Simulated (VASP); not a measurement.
Set up this calculation in VASP 6.6.1, as the native input.

```yaml
Task: single point
Functional: r2SCAN
Potentials_or_basis: VASP PAW PBE potentials, release 64 (Sn_d)
Cutoff: 520 eV
k_mesh: 10 × 10 × 10
Occupations: fermi-dirac, width 0.1 eV
Spin: no spin polarisation
Dipole_correction: no
Further_INCAR_settings: ALGO = Normal; EDIFF = 1e-06; NBANDS = 21
```

Sn:

```xyz
2
Lattice="-2.8396 2.8396 1.5501 2.8396 -2.8396 1.5501 2.8396 2.8396 -1.5501" Properties=species:S:1:pos:R:3 pbc="T T T"
Sn    0.0000    0.0000    0.0000
Sn    0.0000    2.8396    0.7751
```

These files were run (other wordings do the same):

POSCAR

```
Sn
1.0
   -2.8396092406      2.8396092406      1.5501120712
    2.8396092406     -2.8396092406      1.5501120712
    2.8396092406      2.8396092406     -1.5501120712
Sn
2
Direct
    0.0000000000      0.0000000000      0.0000000000
    0.7500000000      0.2500000000      0.5000000000
```

INCAR.step1

```
PREC = Accurate ; ENCUT = 520
ISMEAR = -1 ; SIGMA = 0.1
LREAL = F ; LASPH = T
NELM = 100 ; NBANDS = 21
GGA = PE ; ALGO = Normal
EDIFF = 1E-4 ; LWAVE = T
LCHARG = F
```

INCAR.step2

```
PREC = Accurate ; ENCUT = 520
EDIFF = 1E-6 ; ISMEAR = -1
SIGMA = 0.1 ; LREAL = F
LASPH = T ; NELM = 100
ALGO = Normal ; ISIF = 2
LWAVE = F ; LCHARG = F
METAGGA = R2SCAN ; LMIXTAU = T
NBANDS = 21 ; ISTART = 1
```

KPOINTS

```
regular mesh
0
Gamma
  10 10 10
```

Potentials or basis: VASP PAW PBE potentials, release 64 (Sn_d).

The run is started by

```sh
$ cat potpaw_PBE.64/Sn_d/POTCAR > POTCAR
$ cp INCAR.step1 INCAR
$ mpirun -np 1 vasp_std > vasp.out
$ cp INCAR.step2 INCAR
$ mpirun -np 1 vasp_std > vasp.out
```

It gave:

```json
{"Pressure": "6.8 GPa", "Band gap on the k mesh": "zero (bands 14 and 15 overlap by 4.52 eV)"}
```

Caveat: the cell stands under pressure; the PAW data sets were made with another functional, which shifts forces and pressure a little; spin-orbit coupling is left out, which moves the levels of the heavy elements.

Run time: 4.8 min on 1 thread of AMD EPYC 7R13 Processor (Zen 3) (shared host), peak memory 0.21 GiB.
